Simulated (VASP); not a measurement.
# ZrS2 (P-3m1) in VASP: further runs

Aim: see how the results for ZrS2 move with the level of theory and the settings. Levels: HSE06, r2SCAN. Tasks: single point.

Program: VASP 6.6.1. These are calculated values, not measurements. Logs are shortened: lines on timing, memory, paths and dates and some standing lists are left out, and cuts for length are marked.

## 1. The cell of the first run

Symmetry: P-3m1, No. 164, trigonal system. The conventional cell has a = 3.601 Å, b = 3.601 Å, c = 5.740 Å, α = 90.00°, β = 90.00°, γ = 120.00°. Zr (site symmetry -3m) has 6 S at 2.55 Å within 3.4 Å. Within 3.7 Å of S (site symmetry 3m) lie 3 Zr at 2.55 Å and 12 S at 3.49 to 3.60 Å.

## 2. Single point, HSE06 (strain -2.0%)

Input file POSCAR:

```
ZrS2
1.0
    3.6009111033      0.0000000000      0.0000000000
   -1.8004555516      3.1184804922      0.0000000000
    0.0000000000      0.0000000000      5.7397191487
Zr S
1 2
Direct
    0.0000000000      0.0000000000      0.0000000000
    0.3333333333      0.6666666667      0.2561278827
    0.6666666667      0.3333333333      0.7438721173
```

Input file INCAR.step1:

```
PREC = Accurate
ENCUT = 400
EDIFF = 1E-5
ISMEAR = 0
SIGMA = 0.01
LREAL = False
LASPH = True
NELM = 120
ALGO = Normal
ISIF = 2
LWAVE = True
LCHARG = False
NBANDS = 19
GGA = PE
GGA_COMPAT = False
```

Input file INCAR.step2:

```
PREC = Accurate
ENCUT = 400
EDIFF = 1E-6
ISMEAR = 0
SIGMA = 0.01
LREAL = False
LASPH = True
NELM = 120
ALGO = Normal
ISIF = 2
LWAVE = False
LCHARG = False
GGA = PE
LHFCALC = True
HFSCREEN = 0.2079
PRECFOCK = Normal
NBANDS = 19
ISTART = 1
GGA_COMPAT = False
```

Input file KPOINTS:

```
regular mesh
0
Gamma
  6 6 4
```

Potentials or basis: VASP PAW PBE potentials, release 64 (Zr_sv, S).

Launch:

```
$ cat potpaw_PBE.64/Zr_sv/POTCAR potpaw_PBE.64/S/POTCAR > POTCAR
$ cp INCAR.step1 INCAR
$ mpirun -np 1 vasp_std > vasp.out
$ cp INCAR.step2 INCAR
$ mpirun -np 1 vasp_std > vasp.out
```

OUTCAR:

```text
PREC = Accurate
   ENCUT = 400
   EDIFF = 1E-6
   ISMEAR = 0
   LREAL = False
   LASPH = True
   NELM = 120
   ISIF = 2
   GGA = PE
   LHFCALC = True
   HFSCREEN = 0.2079
   PRECFOCK = Normal
   ISTART = 1

 ion  position               nearest neighbor table
   1  0.000  0.000  0.000-   2 2.55   3 2.55   2 2.55   3 2.55   3 2.55   2 2.55
   2  0.333  0.667  0.256-   1 2.55   1 2.55   1 2.55
   3  0.667  0.333  0.744-   1 2.55   1 2.55   1 2.55

  LATTYP: Found a hexagonal cell.
 ALAT       =     3.6009111033
 C/A-ratio  =     1.5939630233

  Lattice vectors:

 A1 = (   3.6009111033,   0.0000000000,   0.0000000000)
 A2 = (  -1.8004555516,   3.1184804922,   0.0000000000)
 A3 = (   0.0000000000,   0.0000000000,   5.7397191487)

Analysis of symmetry for initial positions (statically):
=====================================================================
 Subroutine PRICEL returns:
 Original cell was already a primitive cell.

 Routine SETGRP: Setting up the symmetry group for a
 hexagonal supercell.

 Subroutine GETGRP returns: Found 12 space group operations
 (whereof 12 operations were pure point group operations)
 out of a pool of 24 trial point group operations.

The static configuration has the point symmetry D_3d.

Analysis of symmetry for dynamics (positions and initial velocities):
=====================================================================
 Subroutine PRICEL returns:
 Original cell was already a primitive cell.

 Routine SETGRP: Setting up the symmetry group for a
 hexagonal supercell.

 Subroutine GETGRP returns: Found 12 space group operations
 (whereof 12 operations were pure point group operations)
 out of a pool of 24 trial point group operations.

The dynamic configuration has the point symmetry D_3d.

 Subroutine INISYM returns: Found 12 space group operations
 (whereof 12 operations are pure point group operations),
 and found     1 'primitive' translations

----------------------------------------------------------------------------------------

                                     Primitive cell

  volume of cell :      64.4534

  direct lattice vectors                    reciprocal lattice vectors
     3.600911103  0.000000000  0.000000000     0.277707494  0.160334497  0.000000000
    -1.800455552  3.118480492  0.000000000     0.000000000  0.320668993  0.000000000
     0.000000000  0.000000000  5.739719149     0.000000000  0.000000000  0.174224552

  length of vectors
     3.600911103  3.600911103  5.739719149     0.320668993  0.320668993  0.174224552

  position of ions in fractional coordinates (direct lattice)
     0.000000000  0.000000000  0.000000000
     0.333333333  0.666666667  0.256127883
     0.666666667  0.333333333  0.743872117

  ion indices of the primitive-cell ions
   primitive index   ion index
                 1           1
                 2           2
                 3           3

----------------------------------------------------------------------------------------

 KPOINTS: regular mesh

Automatic generation of k-mesh.
 Grid dimensions read from file:
 generate k-points for:    6    6    4

 Generating k-lattice:

  Cartesian coordinates                     Fractional coordinates (reciprocal lattice)
     0.046284582  0.026722416  0.000000000     0.166666667  0.000000000  0.000000000
     0.000000000  0.053444832  0.000000000     0.000000000  0.166666667  0.000000000
     0.000000000  0.000000000  0.043556138     0.000000000  0.000000000  0.250000000

  Length of vectors
     0.053444832  0.053444832  0.043556138

  Shift w.r.t. Gamma in fractional coordinates (k-lattice)
     0.000000000  0.000000000  0.000000000

 Subroutine IBZKPT returns following result:
 ===========================================

 Found     24 irreducible k-points:

 Following reciprocal coordinates:
            Coordinates               Weight
  0.000000  0.000000  0.000000      1.000000
  0.166667  0.000000  0.000000      6.000000
  0.333333  0.000000  0.000000      6.000000
  0.500000  0.000000  0.000000      3.000000
  0.166667  0.166667  0.000000      6.000000
  0.333333  0.166667  0.000000     12.000000
[... 16 lines left out ...]
  0.333333  0.166667  0.500000     12.000000
  0.333333  0.333333  0.500000      2.000000
   k-points           NKPTS =     24   k-points in BZ     NKDIM =    144   number of bands    NBANDS=     19
   number of dos      NEDOS =    301   number of ions     NIONS =      3
   total plane-waves  NPLWV =  23040
   dimension x,y,z NGX =    24 NGY =   24 NGZ =   40
   dimension x,y,z NGXF=    48 NGYF=   48 NGZF=   80
   ions per type =               1   2
   NGX,Y,Z   is equivalent  to a cutoff of  11.08, 11.08, 11.59 a.u.
   NGXF,Y,Z  is equivalent  to a cutoff of  22.16, 22.16, 23.17 a.u.
 SYSTEM =  unknown system
   PREC   = accura    normal or accurate (medium, high low for compatibility)
   ISTART =      1    job   : 0-new  1-cont  2-samecut
   ICHARG =      0    charge: 1-file 2-atom 10-const
   ISPIN  =      1    spin polarized calculation?
   LNONCOLLINEAR =      F non collinear calculations
   LSORBIT =      F    spin-orbit coupling
   LASPH  =      T    aspherical Exc in radial PAW
   ENCUT  =  400.0 eV  29.40 Ry    5.42 a.u.   5.87  5.87  9.36*2*pi/ulx,y,z
   NELM   =    120;   NELMIN=  2; NELMDL=  0     # of ELM steps
   EDIFF  = 0.1E-05   stopping-criterion for ELM
   LREAL  =      F    real-space projection
   EDIFFG = 0.1E-04   stopping-criterion for IOM
   NSW    =      0    number of steps for IOM
   IBRION =     -1    ionic relax: 0-MD 1-quasi-New 2-CG
   NFREE  =      0    steps in history (QN), initial steepest desc. (CG)
   ISIF   =      2    stress and relaxation
   ISYM   =      3    0-nonsym 1-usesym 2-fastsym
   POTIM  = 0.5000    time-step for ionic-motion
   TEBEG  =    0.0;   TEEND  =   0.0 temperature during run
   PSTRESS=    0.0 pullay stress
   NELECT =      24.0000    total number of electrons
   NUPDOWN=      -1.0000    fix difference up-down
   EMIN   =  10.00;   EMAX   =-10.00  energy-range for DOS
   EFERMI =   0.00;   METHOD = LEGACY
   ISMEAR =     0;   SIGMA  =   0.01  broadening in eV -4-tet -1-fermi 0-gaus
   EFERMI_NEDOS =   21; number of points for ismear=-14 and -15
   IALGO  =     38    algorithm
   IMIX   =      1    mixing-type and parameters
     AMIX     =   0.40;   BMIX     =  1.00
     AMIX_MAG =   1.60;   BMIX_MAG =  1.00
  volume/ion in A,a.u.               =      21.48       144.98
  Fermi-wavevector in a.u.,A,eV,Ry     =   1.177777  2.225677 18.873453  1.387160
  Thomas-Fermi vector in A             =   2.314118
   LORBIT       =      0    0 simple, 1 ext, 2 COOP (PROOUT), +10 PAW based schemes
   GGA     = PE    functional components
   LHFCALC =     T    Hartree Fock is set to
   PRECFOCK=normal    Normal, Fast or Accurate (Low or Medium for compatibility)
   ENCUT4O =  -1.0   cutoff for four orbital integrals eV
   NKREDX  =     1    reduce k-point grid by
   NKREDY  =     1    reduce k-point grid by
   NKREDZ  =     1    reduce k-point grid by
   AEXX    =    0.2500 exact exchange contribution
   HFSCREEN=    0.2079 screening length (either q_TF or 0.3 A-1)
   HFSCREENC=   0.2079 screening length for correlation (either q_TF or 0.3 A-1)
   ENCUTFOCK=  -1.0 apply spherical cutoff to Coloumb kernel
   IVDW    =     0    specifies the selected vdW correction
   LEPSILON=     F    determine dielectric tensor
   LRPA    =     F    only Hartree local field effects (RPA)
 non-spin polarized calculation
 Gauss-broadening in eV      SIGMA  =   0.01
  energy-cutoff  :      400.00
  volume of cell :       64.45
 maximum number of plane-waves:      1194
  NGX = 18; NGY = 18; NGZ = 30

 number of electron      24.0000005 magnetization

 Free energy of the ion-electron system (eV)
  ---------------------------------------------------
  ext. energy  EPLUGINS =         0.00000000
  ---------------------------------------------------
  free energy    TOTEN  =       -25.35810715 eV

  energy without entropy =      -25.35810715  energy(sigma->0) =      -25.35810715

 E-fermi :   4.9637     XC(G=0):  -8.2056

 val. band max:        4.9051900969   @ k =   0.0000   0.0000   0.0000
 cond. band min:       6.2804391108   @ k =   0.5000   0.0000   0.5000
 fundamental gap:      1.3752490139
 Fermi energy:         4.9636700104

 k-point     1 :       0.0000    0.0000    0.0000
  band No.  band energies     occupation
      1     -47.5478      2.00000
      2     -24.2529      2.00000
      3     -24.0426      2.00000
      4     -24.0426      2.00000
      5      -9.5502      2.00000
      6      -7.7126      2.00000
[... 11 lines left out ...]
     18      11.4287      0.00000
     19      11.9263      0.00000

 k-point     2 :       0.1667    0.0000    0.0000
  band No.  band energies     occupation
      1     -47.5408      2.00000
      2     -24.2324      2.00000
      3     -24.1376      2.00000
      4     -24.0629      2.00000
      5      -9.2187      2.00000
      6      -7.7961      2.00000
[... 11 lines left out ...]
     18      12.9384      0.00000
     19      13.4525      0.00000

 k-point     3 :       0.3333    0.0000    0.0000
  band No.  band energies     occupation
      1     -47.5268      2.00000
      2     -24.3232      2.00000
      3     -24.1898      2.00000
      4     -24.1031      2.00000
      5      -8.5177      2.00000
      6      -7.9161      2.00000
[... 11 lines left out ...]
     18      13.5512      0.00000
     19      14.1556      0.00000

 k-point     4 :       0.5000    0.0000    0.0000
  band No.  band energies     occupation
      1     -47.5198      2.00000
      2     -24.4128      2.00000
      3     -24.1689      2.00000
      4     -24.1229      2.00000
      5      -8.2835      2.00000
      6      -7.7903      2.00000
[... 11 lines left out ...]
     18      12.4676      0.00000
     19      14.2886      0.00000

 k-point     5 :       0.1667    0.1667    0.0000
  band No.  band energies     occupation
      1     -47.5303      2.00000
      2     -24.2589      2.00000
      3     -24.2017      2.00000
      4     -24.1112      2.00000
      5      -8.6804      2.00000
      6      -7.9118      2.00000
[... 11 lines left out ...]
     18      14.5443      0.00000
     19      14.8711      0.00000

 k-point     6 :       0.3333    0.1667    0.0000
  band No.  band energies     occupation
      1     -47.5198      2.00000
      2     -24.3647      2.00000
      3     -24.1762      2.00000
      4     -24.1665      2.00000
      5      -8.1691      2.00000
      6      -7.9075      2.00000
[... 11 lines left out ...]
     18      13.7231      0.00000
     19      14.2685      0.00000

 k-point     7 :       0.3333    0.3333    0.0000
  band No.  band energies     occupation
      1     -47.5163      2.00000
      2     -24.2973      2.00000
      3     -24.2973      2.00000
      4     -24.1597      2.00000
      5      -7.9391      2.00000
      6      -7.9391      2.00000
[... 11 lines left out ...]
     18      13.4886      0.00000
     19      15.8591      0.00000

 k-point     8 :       0.0000    0.0000    0.2500
  band No.  band energies     occupation
      1     -47.5478      2.00000
      2     -24.2535      2.00000
      3     -24.0426      2.00000
      4     -24.0426      2.00000
      5      -9.3835      2.00000
      6      -7.9884      2.00000
[... 256 lines left out ...]
 k-point    20 :       0.3333    0.0000    0.5000
  band No.  band energies     occupation
      1     -47.5268      2.00000
      2     -24.3229      2.00000
      3     -24.1902      2.00000
      4     -24.1032      2.00000
      5      -8.4348      2.00000
      6      -7.9960      2.00000
[... 11 lines left out ...]
     18      12.5031      0.00000
     19      13.5611      0.00000

 k-point    21 :       0.5000    0.0000    0.5000
  band No.  band energies     occupation
      1     -47.5198      2.00000
      2     -24.4124      2.00000
      3     -24.1690      2.00000
      4     -24.1231      2.00000
      5      -8.4302      2.00000
      6      -7.5976      2.00000
[... 11 lines left out ...]
     18      12.5981      0.00000
     19      13.3863      0.00000

 k-point    22 :       0.1667    0.1667    0.5000
  band No.  band energies     occupation
      1     -47.5303      2.00000
      2     -24.2587      2.00000
      3     -24.2022      2.00000
      4     -24.1112      2.00000
      5      -8.3252      2.00000
      6      -8.2982      2.00000
[... 11 lines left out ...]
     18      14.3080      0.00000
     19      14.4596      0.00000

 k-point    23 :       0.3333    0.1667    0.5000
  band No.  band energies     occupation
      1     -47.5198      2.00000
      2     -24.3643      2.00000
      3     -24.1763      2.00000
      4     -24.1665      2.00000
      5      -8.2704      2.00000
      6      -7.7909      2.00000
[... 11 lines left out ...]
     18      12.9530      0.00000
     19      14.1149      0.00000

 k-point    24 :       0.3333    0.3333    0.5000
  band No.  band energies     occupation
      1     -47.5163      2.00000
      2     -24.2969      2.00000
      3     -24.2969      2.00000
      4     -24.1598      2.00000
      5      -7.9472      2.00000
      6      -7.9472      2.00000
[... 11 lines left out ...]
     18      14.1057      0.00000
     19      14.7575      0.00000

------------------------ aborting loop because EDIFF is reached ----------------------------------------

  FORCE on cell =-STRESS in cart. coord.  units (eV):
  Direction    XX          YY          ZZ          XY          YZ          ZX
  --------------------------------------------------------------------------------------
  -------------------------------------------------------------------------------------
  Total        1.4950012      1.4950012      0.6973694      0.0000000     -0.0000000      0.0000000
  in kB       37.1625965     37.1625965     17.3351414      0.0000000     -0.0000000      0.0000000
  external PRESSURE =      30.5534448 kB  Pullay stress =       0.0000000 kB

 VOLUME and BASIS-vectors are now :
 -----------------------------------------------------------------------------
  energy-cutoff  :      400.00
  volume of cell :       64.45
      direct lattice vectors                 reciprocal lattice vectors
     3.600911103  0.000000000  0.000000000     0.277707494  0.160334497  0.000000000
    -1.800455552  3.118480492  0.000000000     0.000000000  0.320668993  0.000000000
     0.000000000  0.000000000  5.739719149     0.000000000  0.000000000  0.174224552

 POSITION                                       TOTAL-FORCE (eV/Angst)
 -----------------------------------------------------------------------------------
      0.00000      0.00000      0.00000         0.000000      0.000000      0.000000
     -0.00000      2.07899      1.47010         0.000000     -0.000000     -0.189648
      1.80046      1.03949      4.26962        -0.000000      0.000000      0.189648
 -----------------------------------------------------------------------------------
    total drift:                                0.000000     -0.000000      0.000002

  FREE ENERGIE OF THE ION-ELECTRON SYSTEM (eV)
  ---------------------------------------------------
  free  energy   TOTEN  =       -25.3581071490 eV

  energy  without entropy=      -25.3581071490  energy(sigma->0) =      -25.35810715
```

It took 78 min on 1 thread of Intel Xeon Platinum 8259CL at 2.50GHz (Skylake/Cascade Lake), shared host; peak memory 0.28 GiB.

Results:

```yaml
Free_energy: -25.3581 eV
Pressure: 3.1 GPa
Largest_force: 0.190 eV/Å
Band_gap_on_the_k_mesh: 1.38 eV (least direct gap 2.34 eV)
```

Forces on the atoms (eV/Å):
```
Zr   0.000  0.000  0.000
S    0.000  0.000 -0.190
S    0.000  0.000  0.190
```

Stress tensor (GPa, compression positive):
```
3.72 0.00 0.00
0.00 3.72 0.00
0.00 0.00 1.73
```

Caveat: the cell differs from its parent crystal (strain -2.0%); the cell stands under pressure; the PAW data sets were made with another functional, which shifts forces and pressure a little.

## 3. Single point, r2SCAN, non-collinear spin, zero start, spin-orbit coupling (strain +1.0%)

Input file POSCAR:

```
ZrS2
1.0
    3.7111430758      0.0000000000      0.0000000000
   -1.8555715379      3.2139441808      0.0000000000
    0.0000000000      0.0000000000      5.9154248369
Zr S
1 2
Direct
    0.0000000000      0.0000000000      0.0000000000
    0.3333333333      0.6666666667      0.2413275931
    0.6666666667      0.3333333333      0.7586724069
```

Input file INCAR.step1:

```
PREC = Accurate ; ENCUT = 550
ISMEAR = -1 ; SIGMA = 0.02
LREAL = F ; LASPH = T
NELM = 200 ; MAGMOM = 0 0 0 0 0 0 0 0 0
LSORBIT = T ; GGA_COMPAT = F
LMAXMIX = 4 ; NBANDS = 37
GGA = PE ; ALGO = Normal
EDIFF = 1E-5 ; LWAVE = T
LCHARG = F
```

Input file INCAR.step2:

```
PREC = Accurate ; ENCUT = 550
EDIFF = 1E-6 ; ISMEAR = -1
SIGMA = 0.02 ; LREAL = F
LASPH = T ; NELM = 200
ALGO = Normal ; ISIF = 2
LWAVE = F ; LCHARG = T
MAGMOM = 0 0 0 0 0 0 0 0 0 ; LORBIT = 11
LSORBIT = T ; GGA_COMPAT = F
LORBMOM = T ; LMAXMIX = 4
METAGGA = R2SCAN ; LMIXTAU = T
LVHAR = T ; NBANDS = 37
ISTART = 1
```

Input file KPOINTS:

```
regular mesh
0
Gamma
  12 12 4
```

Potentials or basis: VASP PAW PBE potentials, release 64 (Zr_sv, S).

Launch:

```
$ cat potpaw_PBE.64/Zr_sv/POTCAR potpaw_PBE.64/S/POTCAR > POTCAR
$ cp INCAR.step1 INCAR
$ mpirun -np 1 vasp_ncl > vasp.out
$ cp INCAR.step2 INCAR
$ mpirun -np 1 vasp_ncl > vasp.out
```

Run time: 62 min. Hardware: 1 thread of Oxide Virtual Turin-like, shared host; peak memory 0.55 GiB.

It converged, with:

| Item | Value |
| --- | --- |
| Free energy | -44.2233 eV |
| Pressure | -0.5 GPa |
| Largest force | 0.036 eV/Å |
| Net moment | 0.00 μB per cell |
| Valence electrons inside the program's atomic spheres | Zr 9.55; S 3.78 |

Forces in eV/Å, atoms in the order of the input:
```
Zr   0.000  0.000  0.000
S    0.000  0.000 -0.036
S    0.000  0.000  0.036
```

Stress tensor (GPa, compression positive):
```
-0.91  0.00  0.00
 0.00 -0.91  0.00
 0.00  0.00  0.40
```

Moments on the atoms (μB; x, y, z):
```
Zr  0.00 0.00 0.00
S   0.00 0.00 0.00
S   0.00 0.00 0.00
```

Caveat: the cell differs from its parent crystal (strain +1.0%); the PAW data sets were made with another functional, which shifts forces and pressure a little.

(Continued in part 2 of 2.)
